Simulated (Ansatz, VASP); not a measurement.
# One calculation of Ge, two programs

```
CELL_PARAMETERS angstrom
0.00000 2.83750 2.83750
2.83750 0.00000 2.83750
2.83750 2.83750 0.00000
ATOMIC_POSITIONS crystal
Ge 0.00000 0.00000 0.00000
Ge 0.25000 0.25000 0.25000
```

Alike in both runs: functional r2SCAN; k mesh 12 × 12 × 12; occupations gaussian, width 0.02 eV; no spin polarisation.

Ansatz relaxed the structure, and its values are those at the end. VASP's run is a single point on that final structure, the one shown.

```csv
,VASP,Ansatz
version,VASP 6.6.1,Ansatz 0.2.0
potentials or method,"VASP PAW PBE potentials, release 64 (Ge_d), cutoff 520 eV","scalar-relativistic, plane waves, PAW"
valence electrons in the cell,28,28
```

VASP gave:

```
gap on the k mesh at the Fermi level (eV) : 0.32
least direct gap on the mesh (eV)         : 0.32
pressure (GPa)                            : 0.1
```

Problem. What did Ansatz give for the same quantities?

Solution. gap on the k mesh at the Fermi level (eV): 0.35; least direct gap on the mesh (eV): 0.35; pressure (GPa): 0.0.

VASP's potentials were made for PBE, not for r2SCAN. The functional is the same, so the differences come from potentials, cutoffs and numerics.
